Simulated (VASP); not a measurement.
# MgS (P1) in VASP: single point with PBE

Aim: the single point of MgS with PBE.

Everything below comes from runs of VASP 6.6.1. Logs are shortened: lines on timing, memory, paths and dates and some standing lists are left out, and cuts for length are marked.

### Step 1. The cell of the first run

The typed cell holds 16 atoms: a = 7.383 Å, b = 7.383 Å, c = 7.383 Å, α = 60.00°, β = 60.00°, γ = 60.00°.

### Step 2. Single point, PBE

INCAR reads:

```
PREC = Accurate ; ENCUT = 400
EDIFF = 1E-6 ; ISMEAR = -1
SIGMA = 0.0388 ; LREAL = Auto
LASPH = True ; NELM = 120
ALGO = Normal ; ISIF = 2
LWAVE = False ; LCHARG = False
GGA = PE ; NBANDS = 46
GGA_COMPAT = False ; ISYM = -1
```

KPOINTS reads:

```
explicit points
4
Reciprocal
  0.25000000   0.25000000   0.25000000 2
  0.25000000   0.25000000   0.75000000 2
  0.25000000   0.75000000   0.25000000 2
  0.25000000   0.75000000   0.75000000 2
```

POSCAR reads:

```
MgS
1.0
    5.2205868380      0.0000000000     -5.2205868380
    0.0000000000      5.2205868380     -5.2205868380
    5.2205868380      5.2205868380      0.0000000000
Mg S
8 8
Direct
    0.4945852986      0.4945755296      0.0259533084
    0.4914248301      0.4912920864      0.4909007511
    0.4974002120      0.0019610822      0.0147215251
    0.5161232987      0.0132507134      0.4782585900
    0.0175150807      0.5161687917     -0.0100988647
   -0.0161931029      0.4981234066      0.5101471506
    0.0012762933     -0.0107790564     -0.0167385397
    0.0051334267     -0.0083901487      0.5060993298
    0.2334531611      0.2602405711      0.7493583808
    0.2547114034      0.2530801691      0.2489869511
    0.2636241945      0.7538221511      0.7226032469
    0.2422124254      0.7492475696      0.2543691047
    0.7492436428      0.2471862915      0.7425763847
    0.7566069912      0.2523360957      0.2579745423
    0.7350065460      0.7392099049      0.7724444828
    0.7596334709      0.7477564537      0.2522604337
```

Potentials or basis: VASP PAW PBE potentials, release 64 (Mg, S).

Launch:

```console
$ cat potpaw_PBE.64/Mg/POTCAR potpaw_PBE.64/S/POTCAR > POTCAR
$ mpirun -np 1 vasp_std > vasp.out
```

OUTCAR:

```text
PREC = Accurate
   ENCUT = 400
   EDIFF = 1E-6
   ISMEAR = -1
   LREAL = Auto
   LASPH = True
   NELM = 120
   ISIF = 2
   GGA = PE
   ISYM = -1

 ion  position               nearest neighbor table
   1  0.495  0.495  0.026-  10 2.52  12 2.53  15 2.53  14 2.58  13 2.78  11 2.80   2 3.41   4 3.45
                             5 3.58
   2  0.491  0.491  0.491-  14 2.47  12 2.54   9 2.56  11 2.59  13 2.66  16 2.75   1 3.41   4 3.49
                             5 3.60   8 3.65   3 3.65   6 3.65
   3  0.497  0.002  0.015-  10 2.53  13 2.60  16 2.61  15 2.64  12 2.65   9 2.76   4 3.54   7 3.57
                             8 3.63   2 3.65
   4  0.516  0.013  0.478-  14 2.51  10 2.56  16 2.57  11 2.67  15 2.70   9 2.71   1 3.45   2 3.49
                             3 3.54   7 3.62   6 3.64   8 3.64
   5  0.018  0.516  0.990-  11 2.53  16 2.58  10 2.59   9 2.60  15 2.63  14 2.74   7 3.41   8 3.54
                             1 3.58   2 3.60
   6  0.984  0.498  0.510-  16 2.52  13 2.54   9 2.55  15 2.63  10 2.65  12 2.66   7 3.63   4 3.64
                             2 3.65
   7  0.001  0.989  0.983-  16 2.53  13 2.57  11 2.59   9 2.63  12 2.68  14 2.81   5 3.41   8 3.50
                             3 3.57   4 3.62   6 3.63
   8  0.005  0.992  0.506-  11 2.48  13 2.57  12 2.58  14 2.59  10 2.67  15 2.73   7 3.50   5 3.54
                             3 3.63   4 3.64   2 3.65
   9  0.233  0.260  0.749-   6 2.55   2 2.56   5 2.60   7 2.63   4 2.71   3 2.76
  10  0.255  0.253  0.249-   1 2.52   3 2.53   4 2.56   5 2.59   6 2.65   8 2.67
  11  0.264  0.754  0.723-   8 2.48   5 2.53   2 2.59   7 2.59   4 2.67   1 2.80
  12  0.242  0.749  0.254-   1 2.53   2 2.54   8 2.58   3 2.65   6 2.66   7 2.68
  13  0.749  0.247  0.743-   6 2.54   8 2.57   7 2.57   3 2.60   2 2.66   1 2.78
  14  0.757  0.252  0.258-   2 2.47   4 2.51   1 2.58   8 2.59   5 2.74   7 2.81
  15  0.735  0.739  0.772-   1 2.53   5 2.63   6 2.63   3 2.64   4 2.70   8 2.73
  16  0.760  0.748  0.252-   6 2.52   7 2.53   4 2.57   5 2.58   3 2.61   2 2.75

IMPORTANT INFORMATION: All symmetrisations will be switched off!
NOSYMM: (Re-)initialisation of all symmetry stuff for point group C_1.

----------------------------------------------------------------------------------------

                                     Primitive cell

  volume of cell :     284.5692

  direct lattice vectors                    reciprocal lattice vectors
     5.220586838  0.000000000 -5.220586838     0.095774674 -0.095774674 -0.095774674
     0.000000000  5.220586838 -5.220586838    -0.095774674  0.095774674 -0.095774674
     5.220586838  5.220586838  0.000000000     0.095774674  0.095774674  0.095774674

  length of vectors
     7.383024710  7.383024710  7.383024710     0.165886601  0.165886601  0.165886601

  position of ions in fractional coordinates (direct lattice)
     0.494585299  0.494575530  0.025953308
     0.491424830  0.491292086  0.490900751
     0.497400212  0.001961082  0.014721525
     0.516123299  0.013250713  0.478258590
     0.017515081  0.516168792  0.989901135
     0.983806897  0.498123407  0.510147151
[... 8 lines left out ...]
     0.735006546  0.739209905  0.772444483
     0.759633471  0.747756454  0.252260434

  ion indices of the primitive-cell ions
   primitive index   ion index
                 1           1
                 2           2
                 3           3
                 4           4
                 5           5
                 6           6
[... 8 lines left out ...]
                15          15
                16          16

----------------------------------------------------------------------------------------

 KPOINTS: explicit points

Read explicit list of k-points.

 Found      4 k-points:

 Following reciprocal coordinates:
            Coordinates               Weight
  0.250000  0.250000  0.250000      0.250000
  0.250000  0.250000  0.750000      0.250000
  0.250000  0.750000  0.250000      0.250000
  0.250000  0.750000  0.750000      0.250000
   k-points           NKPTS =      4   k-points in BZ     NKDIM =      4   number of bands    NBANDS=     46
   number of dos      NEDOS =    301   number of ions     NIONS =     16
   total plane-waves  NPLWV = 110592
   dimension x,y,z NGX =    48 NGY =   48 NGZ =   48
   dimension x,y,z NGXF=    96 NGYF=   96 NGZF=   96
   ions per type =               8   8
   NGX,Y,Z   is equivalent  to a cutoff of  10.81, 10.81, 10.81 a.u.
   NGXF,Y,Z  is equivalent  to a cutoff of  21.62, 21.62, 21.62 a.u.
 SYSTEM =  unknown system
   PREC   = accura    normal or accurate (medium, high low for compatibility)
   ISTART =      0    job   : 0-new  1-cont  2-samecut
   ICHARG =      2    charge: 1-file 2-atom 10-const
   ISPIN  =      1    spin polarized calculation?
   LNONCOLLINEAR =      F non collinear calculations
   LSORBIT =      F    spin-orbit coupling
   LASPH  =      T    aspherical Exc in radial PAW
   ENCUT  =  400.0 eV  29.40 Ry    5.42 a.u.  12.04 12.04 12.04*2*pi/ulx,y,z
   NELM   =    120;   NELMIN=  2; NELMDL= -5     # of ELM steps
   EDIFF  = 0.1E-05   stopping-criterion for ELM
   LREAL  =      T    real-space projection
   EDIFFG = 0.1E-04   stopping-criterion for IOM
   NSW    =      0    number of steps for IOM
   IBRION =     -1    ionic relax: 0-MD 1-quasi-New 2-CG
   NFREE  =      0    steps in history (QN), initial steepest desc. (CG)
   ISIF   =      2    stress and relaxation
   ISYM   =     -1    0-nonsym 1-usesym 2-fastsym
   POTIM  = 0.5000    time-step for ionic-motion
   TEBEG  =    0.0;   TEEND  =   0.0 temperature during run
   PSTRESS=    0.0 pullay stress
   NELECT =      64.0000    total number of electrons
   NUPDOWN=      -1.0000    fix difference up-down
   EMIN   =  10.00;   EMAX   =-10.00  energy-range for DOS
   EFERMI =   0.00;   METHOD = LEGACY
   ISMEAR =    -1;   SIGMA  =   0.04  broadening in eV -4-tet -1-fermi 0-gaus
   EFERMI_NEDOS =   21; number of points for ismear=-14 and -15
   IALGO  =     38    algorithm
   IMIX   =      4    mixing-type and parameters
     AMIX     =   0.40;   BMIX     =  1.00
     AMIX_MAG =   1.60;   BMIX_MAG =  1.00
  volume/ion in A,a.u.               =      17.79       120.02
  Fermi-wavevector in a.u.,A,eV,Ry     =   0.995571  1.881356 13.485568  0.991161
  Thomas-Fermi vector in A             =   2.127600
   LORBIT       =      0    0 simple, 1 ext, 2 COOP (PROOUT), +10 PAW based schemes
   GGA     = PE    functional components
   LHFCALC =     F    Hartree Fock is set to
   AEXX    =    0.0000 exact exchange contribution
   IVDW    =     0    specifies the selected vdW correction
   LEPSILON=     F    determine dielectric tensor
   LRPA    =     F    only Hartree local field effects (RPA)
 non-spin polarized calculation
  energy-cutoff  :      400.00
  volume of cell :      284.57
 maximum number of plane-waves:      5179
 NGX is ok and might be reduce to    48
   NGX = 25   NGY = 25   NGZ = 25

 number of electron      64.0000000 magnetization

 Free energy of the ion-electron system (eV)
  ---------------------------------------------------
  ext. energy  EPLUGINS =         0.00000000
  ---------------------------------------------------
  free energy    TOTEN  =       -67.63040442 eV

  energy without entropy =      -67.63040442  energy(sigma->0) =      -67.63040442

 E-fermi :   4.5072     XC(G=0):  -9.6425

 val. band max:        3.5896321703   @ k =   0.2500   0.2500   0.2500
 cond. band min:       6.9792065676   @ k =   0.2500   0.2500   0.2500
 fundamental gap:      3.3895743973
 Fermi energy:         4.5071638441

 k-point     1 :       0.2500    0.2500    0.2500
  band No.  band energies     occupation
      1      -8.8605      2.00000
      2      -7.9620      2.00000
      3      -7.7715      2.00000
      4      -7.7026      2.00000
      5      -7.6577      2.00000
      6      -7.3987      2.00000
[... 36 lines left out ...]
     43       8.9573      0.00000
     44       9.8970      0.00000

 k-point     2 :       0.2500    0.2500    0.7500
  band No.  band energies     occupation
      1      -8.5265      2.00000
      2      -8.1608      2.00000
      3      -7.8911      2.00000
      4      -7.7981      2.00000
      5      -7.7217      2.00000
      6      -7.4534      2.00000
[... 36 lines left out ...]
     43       9.9627      0.00000
     44      10.3316      0.00000

 k-point     3 :       0.2500    0.7500    0.2500
  band No.  band energies     occupation
      1      -8.5031      2.00000
      2      -8.2179      2.00000
      3      -7.9217      2.00000
      4      -7.7244      2.00000
      5      -7.6660      2.00000
      6      -7.5378      2.00000
[... 36 lines left out ...]
     43       9.9816      0.00000
     44      10.3042      0.00000

 k-point     4 :       0.2500    0.7500    0.7500
  band No.  band energies     occupation
      1      -8.5033      2.00000
      2      -8.2136      2.00000
      3      -7.9219      2.00000
      4      -7.7290      2.00000
      5      -7.6717      2.00000
      6      -7.5394      2.00000
[... 36 lines left out ...]
     43       9.9835      0.00000
     44      10.3427      0.00000
 [bands above 44 left out]

------------------------ aborting loop because EDIFF is reached ----------------------------------------

  FORCE on cell =-STRESS in cart. coord.  units (eV):
  Direction    XX          YY          ZZ          XY          YZ          ZX
  --------------------------------------------------------------------------------------
  -------------------------------------------------------------------------------------
  Total        1.3763248      1.4387038      1.2516062     -0.5115926      0.4462905      0.6718379
  in kB        7.7489623      8.1001678      7.0467734     -2.8803608      2.5126976      3.7825714
  external PRESSURE =       7.6319679 kB  Pullay stress =       0.0000000 kB

 VOLUME and BASIS-vectors are now :
 -----------------------------------------------------------------------------
  energy-cutoff  :      400.00
  volume of cell :      284.57
      direct lattice vectors                 reciprocal lattice vectors
     5.220586838  0.000000000 -5.220586838     0.095774674 -0.095774674 -0.095774674
     0.000000000  5.220586838 -5.220586838    -0.095774674  0.095774674 -0.095774674
     5.220586838  5.220586838  0.000000000     0.095774674  0.095774674  0.095774674

 POSITION                                       TOTAL-FORCE (eV/Angst)
 -----------------------------------------------------------------------------------
      2.71752      2.71747     -5.16400        -0.213730     -0.397161     -0.352169
      5.12832      5.12762     -5.13036         0.304171      0.309814     -0.089241
      2.67358      0.08709     -2.60696        -0.357588     -0.413755      0.080492
      5.19126      2.56597     -2.76364         0.414533      0.330973      0.392571
      5.25930      7.86257     -2.78614        -0.232596     -0.259985      0.442197
      7.79932      5.26376     -7.73655         0.244511      0.186973     -0.132995
[... 8 lines left out ...]
      7.86978      7.89172     -7.69627        -0.201105      0.026739     -0.500575
      5.28268      5.22068     -7.86946        -0.336927     -0.050833      0.052677
 -----------------------------------------------------------------------------------
    total drift:                                0.002427     -0.000182      0.005196

  FREE ENERGIE OF THE ION-ELECTRON SYSTEM (eV)
  ---------------------------------------------------
  free  energy   TOTEN  =       -67.6304044227 eV

  energy  without entropy=      -67.6304044227  energy(sigma->0) =      -67.63040442
```

Wall time 84 s (1 thread of Intel Xeon 8259CL, shared host); peak memory 0.31 GiB.

What came out:

```
Free energy            : -67.6304 eV
Pressure               : 0.8 GPa
Largest force          : 0.660 eV/Å
Band gap on the k mesh : 3.39 eV
```

Forces on the atoms (eV/Å):
```
Mg  -0.214 -0.397 -0.352
Mg   0.304  0.310 -0.089
Mg  -0.358 -0.414  0.080
Mg   0.415  0.331  0.393
Mg  -0.233 -0.260  0.442
Mg   0.245  0.187 -0.133
Mg   0.161  0.282 -0.442
Mg  -0.331  0.041  0.174
S    0.428 -0.249  0.116
S   -0.119 -0.028  0.054
S    0.461  0.368  0.101
S   -0.263  0.059 -0.165
S    0.149  0.285  0.277
S   -0.108 -0.491 -0.008
S   -0.201  0.027 -0.501
S   -0.337 -0.051  0.053
```

Stress tensor (GPa, compression positive):
```
 0.77 -0.29  0.38
-0.29  0.81  0.25
 0.38  0.25  0.70
```

Caveat: the atoms stand as in a frame of molecular dynamics; a shifted mesh leaves out Γ, where band edges can lie. A k mesh can miss the band edges.
